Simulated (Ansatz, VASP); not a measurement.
## AgI: VASP beside Ansatz

```
Ag I
1.0
     4.60307    0.00000    0.00000
    -2.30154    3.98638    0.00000
     0.00000    0.00000    7.69268
Ag I
2 2
Direct
  0.66667 0.33333 0.63072
  0.33333 0.66667 0.13072
  0.66667 0.33333 0.99928
  0.33333 0.66667 0.49928
```

Change from the starting cell: film at in-plane strain -0.01.

Alike in both runs: task single point; functional r2SCAN; k mesh 6 × 6 × 4; no spin polarisation.

|  | VASP | Ansatz |
| --- | --- | --- |
| version | VASP 6.6.1 | Ansatz 0.2.0 |
| potentials or method | VASP PAW PBE potentials, release 64 (Ag, I) | PAW with Ansatz's default frozen-core files, scalar-relativistic |
| plane-wave cutoff (eV) | 550 | 500 |
| occupations | gaussian, width 0.01 eV | fixed |
| valence electrons in the cell | 36 | 72 |

Ansatz gave:

* gap on the k mesh at the Fermi level (eV): 1.84
* pressure (GPa): 0.2
* traceless stress, the component that is largest in VASP (GPa): -0.22

What did VASP give for the same quantities?

gap on the k mesh at the Fermi level (eV): 1.81; pressure (GPa): 0.1; traceless stress, the component that is largest in VASP (GPa): -0.23.

VASP's potentials were made for PBE, not for r2SCAN. VASP's potentials hold 36 valence electrons a cell and Ansatz's 72, so a difference there can come from the potentials and not from the codes.

Neither program's run includes spin-orbit coupling.
